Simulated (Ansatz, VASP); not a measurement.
SiC in VASP and in Ansatz

```
Si C
1.0
     3.07600    0.00000    0.00000
    -1.53800    2.66389    0.00000
     0.00000    0.00000    5.04800
Si C
2 2
Cartesian
  1.5380 0.8880 2.5240
  0.0000 1.7759 0.0000
  1.5380 0.8880 4.4675
  0.0000 1.7759 1.9435
```

Alike in both runs: task single point; functional PBE; k mesh 10 × 10 × 5; occupations gaussian, width 0.011 eV; no spin polarisation.

|  | VASP | Ansatz |
| --- | --- | --- |
| version | VASP 6.6.1 | Ansatz 0.2.0 |
| potentials or method | VASP PAW PBE potentials, release 64 (Si, C) | Ansatz PAW |
| plane-wave cutoff (eV) | 520 | 420 |
| valence electrons in the cell | 16 | 16 |

Ansatz gave:

- gap on the k mesh at the Fermi level (eV): 2.48
- least direct gap on the mesh (eV): 4.08
- pressure (GPa): 3.7
- traceless stress, the component that is largest in VASP (GPa): -3.24
- rms of the force components (eV/Å): 0.435

Question: What did VASP give for the same quantities?

Answer: gap on the k mesh at the Fermi level (eV): 2.48; least direct gap on the mesh (eV): 4.08; pressure (GPa): 3.6; traceless stress, the component that is largest in VASP (GPa): -3.22; rms of the force components (eV/Å): 0.435.

Atom by atom the forces differ by 0.000 eV/Å (rms over components).

Noted on Ansatz's run: odd divisions of the mesh miss points on the zone boundary, where band edges often lie, so the gap on the mesh can be too wide.
